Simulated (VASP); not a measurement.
The system is InGa3P4.

```
In Ga P
1.0
     5.55312    0.00000    0.00000
     0.00000   -5.55312    0.00000
     0.00000    0.00000   -5.55312
In Ga P
1 3 4
Direct
  0.00000 0.50000 0.50000
  0.50000 0.00000 0.50000
  0.50000 0.50000 0.00000
  0.00000 0.00000 0.00000
  0.25000 0.25000 0.25000
  0.75000 0.75000 0.25000
  0.75000 0.25000 0.75000
  0.25000 0.75000 0.75000
```

```yaml
Program: VASP 6.6.1
Task: relaxation of cell and atoms
Functional: PBEsol
Potentials_or_basis: VASP PAW PBE potentials, release 64 (In_d, Ga_d, P)
Cutoff: 600 eV
k_mesh: 4 × 4 × 4
Occupations: gaussian, width 0.1 eV
Spin: no spin polarisation
```

At the start: pressure 0.6 GPa; volume 21.41 Å³/atom.

**Question.** Where does the relaxation end?

**Answer.** Over 5 steps the energy falls by 37.3 meV/atom and the volume is 21.35 Å³/atom (-0.3 %); space group P-43m (No. 215, to 0.1 Å) before and after.

The path:
| step | energy change (eV) | largest force (eV/Å) | pressure (GPa) | volume (Å³) |
| --- | --- | --- | --- | --- |
| 1 | 0.0000 | 1.5794 | 0.60 | 171.24 |
| 2 | -0.2770 | 0.3019 | -1.02 | 173.25 |
| 3 | -0.2858 | 0.0554 | -1.31 | 173.69 |
| 4 | -0.2945 | 0.0438 | 0.73 | 169.21 |
| 5 | -0.2982 | 0.0070 | 0.01 | 170.81 |

Final structure:
```
In Ga P
1.0
     5.54839    0.00000    0.00000
     0.00000   -5.54839    0.00000
     0.00000    0.00000   -5.54839
In Ga P
1 3 4
Cartesian
  0.0000 -2.7742 -2.7742
  2.7742 0.0000 -2.7742
  2.7742 -2.7742 0.0000
  0.0000 0.0000 0.0000
  1.4440 -1.3302 -1.3302
  4.1044 -4.2182 -1.3302
  4.1044 -1.3302 -4.2182
  1.4440 -4.2182 -4.2182
```

Caveat: the PAW data sets were made with another functional, which shifts forces and pressure a little.
